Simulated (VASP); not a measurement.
# BeSe2 (F-43m) in VASP: notebook, part 2 of 2

VASP 6.6.1. The steps go on from the part before.

## 3. Relaxation of cell and atoms, PBE

This run uses another cell than the first one, of 25.81 Å³/atom.

INCAR

```
  ALGO = Normal
  EDIFF = 1E-6
  EDIFFG = -0.04
  ENCUT = 600
  GGA = PE
  IBRION = 2
  ISIF = 3
  ISMEAR = 0
  LASPH = T
  LCHARG = F
  LREAL = F
  LWAVE = F
  NELM = 100
  NSW = 90
  PREC = Accurate
  SIGMA = 0.1
```

KPOINTS

```
k-points
0
Gamma
  4 4 4
```

POSCAR

```
BeSe2
1.0
    0.0000000000      3.3829027300      3.3829027300
    3.3829027300      0.0000000000      3.3829027300
    3.3829027300      3.3829027300      0.0000000000
Be Se
1 2
Direct
    0.2500000000      0.2500000000      0.2500000000
    0.7500000000      0.7500000000      0.7500000000
    0.0000000000      0.0000000000      0.0000000000
```

Potentials or basis: VASP PAW PBE potentials, release 64 (Be, Se).

Launch:

```console
cat potpaw_PBE.64/Be/POTCAR potpaw_PBE.64/Se/POTCAR > POTCAR
mpirun -np 1 vasp_std > vasp.out
```

OUTCAR:

```text
EDIFF = 1E-6
   EDIFFG = -0.04
   ENCUT = 600
   GGA = PE
   IBRION = 2
   ISIF = 3
   ISMEAR = 0
   LASPH = T
   LREAL = F
   NELM = 100
   NSW = 90
   PREC = Accurate

 ion  position               nearest neighbor table
   1  0.250  0.250  0.250-
   2  0.750  0.750  0.750-
   3  0.000  0.000  0.000-

  LATTYP: Found a face centered cubic cell.
 ALAT       =     6.7658054600

  Lattice vectors:

 A1 = (   0.0000000000,   3.3829027300,   3.3829027300)
 A2 = (   3.3829027300,   0.0000000000,   3.3829027300)
 A3 = (   3.3829027300,   3.3829027300,   0.0000000000)

Analysis of symmetry for initial positions (statically):
=====================================================================
 Subroutine PRICEL returns:
 Original cell was already a primitive cell.

 Routine SETGRP: Setting up the symmetry group for a
 face centered cubic supercell.

 Subroutine GETGRP returns: Found 24 space group operations
 (whereof 24 operations were pure point group operations)
 out of a pool of 48 trial point group operations.

The static configuration has the point symmetry T_d .

Analysis of symmetry for dynamics (positions and initial velocities):
=====================================================================
 Subroutine PRICEL returns:
 Original cell was already a primitive cell.

 Routine SETGRP: Setting up the symmetry group for a
 face centered cubic supercell.

 Subroutine GETGRP returns: Found 24 space group operations
 (whereof 24 operations were pure point group operations)
 out of a pool of 48 trial point group operations.

The dynamic configuration has the point symmetry T_d .

 Subroutine INISYM returns: Found 24 space group operations
 (whereof 24 operations are pure point group operations),
 and found     1 'primitive' translations

----------------------------------------------------------------------------------------

                                     Primitive cell

  volume of cell :      77.4281

  direct lattice vectors                    reciprocal lattice vectors
     0.000000000  3.382902730  3.382902730    -0.147802062  0.147802062  0.147802062
     3.382902730  0.000000000  3.382902730     0.147802062 -0.147802062  0.147802062
     3.382902730  3.382902730  0.000000000     0.147802062  0.147802062 -0.147802062

  length of vectors
     4.784146921  4.784146921  4.784146921     0.256000681  0.256000681  0.256000681

  position of ions in fractional coordinates (direct lattice)
     0.250000000  0.250000000  0.250000000
     0.750000000  0.750000000  0.750000000
     0.000000000  0.000000000  0.000000000

  ion indices of the primitive-cell ions
   primitive index   ion index
                 1           1
                 2           2
                 3           3

----------------------------------------------------------------------------------------

 KPOINTS: k-points

Automatic generation of k-mesh.
 Grid dimensions read from file:
 generate k-points for:    4    4    4

 Generating k-lattice:

  Cartesian coordinates                     Fractional coordinates (reciprocal lattice)
    -0.036950516  0.036950516  0.036950516     0.250000000  0.000000000  0.000000000
     0.036950516 -0.036950516  0.036950516     0.000000000  0.250000000  0.000000000
     0.036950516  0.036950516 -0.036950516     0.000000000  0.000000000  0.250000000

  Length of vectors
     0.064000170  0.064000170  0.064000170

  Shift w.r.t. Gamma in fractional coordinates (k-lattice)
     0.000000000  0.000000000  0.000000000

 Subroutine IBZKPT returns following result:
 ===========================================

 Found      8 irreducible k-points:

 Following reciprocal coordinates:
            Coordinates               Weight
  0.000000  0.000000  0.000000      1.000000
  0.250000  0.000000  0.000000      8.000000
  0.500000  0.000000  0.000000      4.000000
  0.250000  0.250000  0.000000      6.000000
  0.500000  0.250000  0.000000     24.000000
 -0.250000  0.250000  0.000000     12.000000
  0.500000  0.500000  0.000000      3.000000
 -0.250000  0.500000  0.250000      6.000000
   k-points           NKPTS =      8   k-points in BZ     NKDIM =      8   number of bands    NBANDS=     11
   number of dos      NEDOS =    301   number of ions     NIONS =      3
   total plane-waves  NPLWV =  64000
   dimension x,y,z NGX =    40 NGY =   40 NGZ =   40
   dimension x,y,z NGXF=    80 NGYF=   80 NGZF=   80
   ions per type =               1   2
   NGX,Y,Z   is equivalent  to a cutoff of  13.90, 13.90, 13.90 a.u.
   NGXF,Y,Z  is equivalent  to a cutoff of  27.80, 27.80, 27.80 a.u.
 SYSTEM =  unknown system
   PREC   = accura    normal or accurate (medium, high low for compatibility)
   ISTART =      0    job   : 0-new  1-cont  2-samecut
   ICHARG =      2    charge: 1-file 2-atom 10-const
   ISPIN  =      1    spin polarized calculation?
   LNONCOLLINEAR =      F non collinear calculations
   LSORBIT =      F    spin-orbit coupling
   LASPH  =      T    aspherical Exc in radial PAW
   ENCUT  =  600.0 eV  44.10 Ry    6.64 a.u.   9.56  9.56  9.56*2*pi/ulx,y,z
   NELM   =    100;   NELMIN=  2; NELMDL= -5     # of ELM steps
   EDIFF  = 0.1E-05   stopping-criterion for ELM
   LREAL  =      F    real-space projection
   EDIFFG = -.4E-01   stopping-criterion for IOM
   NSW    =     90    number of steps for IOM
   IBRION =      2    ionic relax: 0-MD 1-quasi-New 2-CG
   NFREE  =      1    steps in history (QN), initial steepest desc. (CG)
   ISIF   =      3    stress and relaxation
   ISYM   =      2    0-nonsym 1-usesym 2-fastsym
   POTIM  = 0.5000    time-step for ionic-motion
   TEBEG  =    0.0;   TEEND  =   0.0 temperature during run
   PSTRESS=    0.0 pullay stress
   NELECT =      14.0000    total number of electrons
   NUPDOWN=      -1.0000    fix difference up-down
   EMIN   =  10.00;   EMAX   =-10.00  energy-range for DOS
   EFERMI =   0.00;   METHOD = LEGACY
   ISMEAR =     0;   SIGMA  =   0.10  broadening in eV -4-tet -1-fermi 0-gaus
   EFERMI_NEDOS =   21; number of points for ismear=-14 and -15
   IALGO  =     38    algorithm
   IMIX   =      4    mixing-type and parameters
     AMIX     =   0.40;   BMIX     =  1.00
     AMIX_MAG =   1.60;   BMIX_MAG =  1.00
  volume/ion in A,a.u.               =      25.81       174.17
  Fermi-wavevector in a.u.,A,eV,Ry     =   0.925731  1.749377 11.659884  0.856977
  Thomas-Fermi vector in A             =   2.051617
   LORBIT       =      0    0 simple, 1 ext, 2 COOP (PROOUT), +10 PAW based schemes
   GGA     = PE    functional components
   LHFCALC =     F    Hartree Fock is set to
   AEXX    =    0.0000 exact exchange contribution
   IVDW    =     0    specifies the selected vdW correction
   LEPSILON=     F    determine dielectric tensor
   LRPA    =     F    only Hartree local field effects (RPA)
 conjugate gradient relaxation of ions
 non-spin polarized calculation
 Gauss-broadening in eV      SIGMA  =   0.10
  energy-cutoff  :      600.00
  volume of cell :       77.43
 maximum number of plane-waves:      2637
 NGX is ok and might be reduce to    40
   NGX = 19   NGY = 19   NGZ = 19

--------------------------------------- Ionic step        1  -------------------------------------------

 number of electron      13.9999999 magnetization

 Free energy of the ion-electron system (eV)
  ---------------------------------------------------
  ext. energy  EPLUGINS =         0.00000000
  ---------------------------------------------------
  free energy    TOTEN  =        -7.90964788 eV

  energy without entropy =       -7.89503752  energy(sigma->0) =       -7.90234270

------------------------ aborting loop because EDIFF is reached ----------------------------------------

  FORCE on cell =-STRESS in cart. coord.  units (eV):
  Direction    XX          YY          ZZ          XY          YZ          ZX
  --------------------------------------------------------------------------------------
  -------------------------------------------------------------------------------------
  Total       -3.5462530     -3.5462530     -3.5462530      0.0000000     -0.0000000      0.0000000
  in kB      -73.3806857    -73.3806857    -73.3806857      0.0000000     -0.0000000      0.0000000
  external PRESSURE =     -73.3806857 kB  Pullay stress =       0.0000000 kB
[... 59 lines left out ...]
  energy  without entropy=       -8.2854071342  energy(sigma->0) =       -8.28909519

--------------------------------------- Ionic step        3  -------------------------------------------

 number of electron      14.0000000 magnetization

 Free energy of the ion-electron system (eV)
  ---------------------------------------------------
  ext. energy  EPLUGINS =         0.00000000
  ---------------------------------------------------
  free energy    TOTEN  =        -8.30030593 eV

  energy without entropy =       -8.29338494  energy(sigma->0) =       -8.29684544

 E-fermi :   4.0135     XC(G=0):  -9.2695

 val. band max:        3.9090384321   @ k =   0.2500   0.2500   0.0000
 cond. band min:       4.1782350835   @ k =   0.5000   0.2500   0.0000
 fundamental gap:      0.2691966514
 Fermi energy:         4.0134650202

 k-point     1 :       0.0000    0.0000    0.0000
  band No.  band energies     occupation
      1     -11.6858      2.00000
      2      -6.3826      2.00000
      3       0.2247      2.00000
      4       0.2247      2.00000
      5       0.2247      2.00000
      6       2.0911      2.00000
      7       2.0911      2.00000
      8       2.0911      2.00000
      9       3.5924      2.00000
     10       7.9236      0.00000
     11       7.9236      0.00000
[... 126 lines left out ...]
  FREE ENERGIE OF THE ION-ELECTRON SYSTEM (eV)
  ---------------------------------------------------
  free  energy   TOTEN  =        -8.3003059343 eV

  energy  without entropy=       -8.2933849395  energy(sigma->0) =       -8.29684544

 reached required accuracy - stopping structural energy minimisation
```

OSZICAR:

```text
N       E                     dE             d eps       ncg     rms          rms(c)
DAV:   1     0.524753968382E+02    0.52475E+02   -0.58677E+03   176   0.116E+03
DAV:   2    -0.310123806453E+01   -0.55577E+02   -0.51921E+02   225   0.160E+02
DAV:   3    -0.795094603541E+01   -0.48497E+01   -0.47380E+01   246   0.531E+01
[... 26 lines left out ...]
DAV:   3    -0.830069214709E+01    0.27236E-02   -0.11997E-02   201   0.659E-01    0.134E-01
DAV:   4    -0.830034957940E+01    0.34257E-03   -0.86827E-04   215   0.210E-01    0.451E-02
DAV:   5    -0.830030699399E+01    0.42585E-04   -0.20713E-04   202   0.915E-02    0.257E-02
DAV:   6    -0.830030662303E+01    0.37096E-06   -0.10973E-05   194   0.300E-02    0.743E-03
DAV:   7    -0.830030593432E+01    0.68871E-06   -0.28854E-06   192   0.973E-03
   3 F= -.83003059E+01 E0= -.82968454E+01  d E =-.390658E+00
```

Run time: 60 s. Hardware: 1 thread of Intel Xeon 8259CL, shared host; peak memory 0.24 GiB.

Results:

* Free energy: -8.3003 eV
* Relaxed volume: 21.11 Å³/atom
* Relaxed cell: a = 4.474 Å, b = 4.474 Å, c = 4.474 Å, α = 60.00°, β = 60.00°, γ = 60.00°
* Space group after relaxing (to 0.1 Å): F-43m (No. 216)
* Energy gained by relaxing: 130.2 meV/atom
* Ionic steps: 3
* Pressure after relaxing: -0.1 GPa
* Band gap on the k mesh: zero (bands 7 and 8 overlap by 3.54 eV)

The path:
```csv
step,energy change (eV),largest force (eV/Å),pressure (GPa),volume (Å³)
1,0.0000,0.0000,-7.34,77.43
2,-0.3831,0.0000,-1.41,64.92
3,-0.3907,0.0000,-0.09,63.34
```

Final structure:
```yaml
crystal:
  lattice:
    - [0.00000, 3.16384, 3.16384]
    - [3.16384, 0.00000, 3.16384]
    - [3.16384, 3.16384, 0.00000]
  atoms:
    - { symbol: Be, position: [0.25000, 0.25000, 0.25000] }
    - { symbol: Se, position: [0.75000, 0.75000, 0.75000] }
    - { symbol: Se, position: [0.00000, 0.00000, 0.00000] }
```

Caveat: the k points lie up to 0.43 Å⁻¹ apart in the final cell, too coarse for converged energies and pressures of a metal; the volume moved by over 15 % at a fixed basis, so the end points are rough.

## 4. Single point, PBE

This run uses another cell than the first one, of 20.60 Å³/atom.

INCAR

```
SYSTEM = BeSe2
  ALGO = Normal
  EDIFF = 1E-7
  ENCUT = 520
  GGA = PE
  ISIF = 2
  ISMEAR = 0
  LASPH = .True.
  LCHARG = .True.
  LELF = .True.
  LREAL = .False.
  LVHAR = .True.
  LWAVE = .False.
  NBANDS = 14
  NELM = 60
  PREC = Accurate
  SIGMA = 0.1
```

KPOINTS

```
k-points
0
Gamma
  12 12 12
  0 0 0
```

POSCAR

```
BeSe2
1.0
    0.0000000000      3.1378716077      3.1378716077
    3.1378716077      0.0000000000      3.1378716077
    3.1378716077      3.1378716077      0.0000000000
Be Se
1 2
Direct
    0.2500000000      0.2500000000      0.2500000000
    0.7500000000      0.7500000000      0.7500000000
    0.0000000000      0.0000000000      0.0000000000
```

Launch:

```console
cat potpaw_PBE.64/Be/POTCAR potpaw_PBE.64/Se/POTCAR > POTCAR
mpirun -np 1 vasp_std > vasp.out
```

It took 90 s on 1 thread of Intel Xeon 8259CL, shared host; peak memory 0.23 GiB.

It converged, with:

* Free energy: -8.3244 eV
* Pressure: 0.0 GPa
* Band gap on the k mesh: zero (bands 7 and 8 overlap by 3.66 eV)

Levels at points of the mesh, in eV from the Fermi level:
| k point | band 4 | band 5 | band 6 | band 7 | band 8 | band 9 | band 10 | band 11 |
| --- | --- | --- | --- | --- | --- | --- | --- | --- |
| (0.00, 0.00, 0.00) | -3.86 | -3.86 | -1.96 | -1.96 | -1.96 | -0.32 | 3.98 | 3.98 |
| (0.50, 0.00, 0.00) | -4.75 | -4.75 | -0.99 | -0.99 | 1.18 | 1.47 | 4.10 | 4.10 |
| (0.50, 0.50, 0.00) | -5.83 | -4.34 | -2.75 | 1.70 | 1.70 | 2.62 | 4.22 | 4.94 |

## 5. Relaxation of cell and atoms, PBE

This run uses another cell than the first one, of 20.54 Å³/atom.

INCAR

```
SYSTEM = BeSe2
  ALGO = Normal
  EDIFF = 1E-7
  EDIFFG = -0.01
  ENCUT = 600
  GGA = PE
  IBRION = 2
  ISIF = 3
  ISMEAR = 0
  LASPH = .TRUE.
  LCHARG = .FALSE.
  LREAL = .FALSE.
  LWAVE = .FALSE.
  NELM = 100
  NSW = 100
  PREC = Accurate
  SIGMA = 0.1
```

KPOINTS

```
k-points
0
G
  12 12 12
  0 0 0
```

POSCAR

```
BeSe2
1.0
    0.0000000000      3.1348579346      3.1348579346
    3.1348579346      0.0000000000      3.1348579346
    3.1348579346      3.1348579346      0.0000000000
Be Se
1 2
Direct
    0.2500000000      0.2500000000      0.2500000000
    0.7500000000      0.7500000000      0.7500000000
    0.0000000000      0.0000000000      0.0000000000
```

Launch:

```console
cat potpaw_PBE.64/Be/POTCAR potpaw_PBE.64/Se/POTCAR > POTCAR
mpirun -np 1 vasp_std > vasp.out
```

Wall time 2.1 min (1 thread of Intel Xeon 8259CL, shared host); peak memory 0.25 GiB.

It converged, with:

```yaml
Free_energy: -8.3245 eV
Relaxed_volume: 20.61 Å³/atom
Relaxed_cell: a = 4.439 Å, b = 4.439 Å, c = 4.439 Å, α = 60.00°, β = 60.00°, γ = 60.00°
Space_group_after_relaxing_to_0.1_Å: F-43m (No. 216)
Energy_gained_by_relaxing: 0.0 meV/atom
Ionic_steps: 2
Pressure_after_relaxing: 0.0 GPa
Band_gap_on_the_k_mesh: zero (bands 7 and 8 overlap by 3.66 eV)
```

Step by step:
```tsv
step	energy change (eV)	largest force (eV/Å)	pressure (GPa)	volume (Å³)
1	0.0000	0.0000	0.19	61.61
2	-0.0001	0.0000	0.00	61.83
```

Final structure:
```
CELL_PARAMETERS angstrom
0.00000 3.13850 3.13850
3.13850 0.00000 3.13850
3.13850 3.13850 0.00000
ATOMIC_POSITIONS crystal
Be 0.25000 0.25000 0.25000
Se 0.75000 0.75000 0.75000
Se 0.00000 0.00000 0.00000
```

Levels at points of the mesh, in eV from the Fermi level:
```tsv
k point	band 4	band 5	band 6	band 7	band 8	band 9	band 10	band 11
(0.00, 0.00, 0.00)	-3.86	-3.86	-1.96	-1.96	-1.96	-0.32	3.97	3.97
(0.50, 0.00, 0.00)	-4.75	-4.75	-0.98	-0.98	1.17	1.47	4.09	4.09
(0.50, 0.50, 0.00)	-5.83	-4.34	-2.74	1.70	1.70	2.61	4.22	4.93
```

## 6. Overview

```csv
task,cell,k mesh,cutoff (eV),gap on the mesh (eV),pressure (GPa),relaxed volume (Å³/atom)
single point,"a = 4.474 Å, angles 60.0°, 3 atoms",4 × 4 × 4,520,none,-0.1,-
relaxation of cell and atoms,"relaxed from a = 4.784 Å, angles 60.0°, 3 atoms",4 × 4 × 4,600,none,-0.1,21.11
single point,"a = 4.438 Å, angles 60.0°, 3 atoms",12 × 12 × 12,520,none,0.0,-
relaxation of cell and atoms,"relaxed from a = 4.433 Å, angles 60.0°, 3 atoms",12 × 12 × 12,600,none,0.0,20.61
```

Alike in all rows: level PBE; potentials or basis VASP PAW PBE potentials, release 64 (Be, Se); no spin polarisation; smearing gaussian 0.1 eV.

Caveats: some runs use coarse meshes; the volume moved by over 15 % at a fixed basis, so the end points are rough (at least some runs).

Absolute energies hang on the potentials; compare differences alone.

The gap in the log of VASP goes by the Fermi energy; the results here count the filled bands.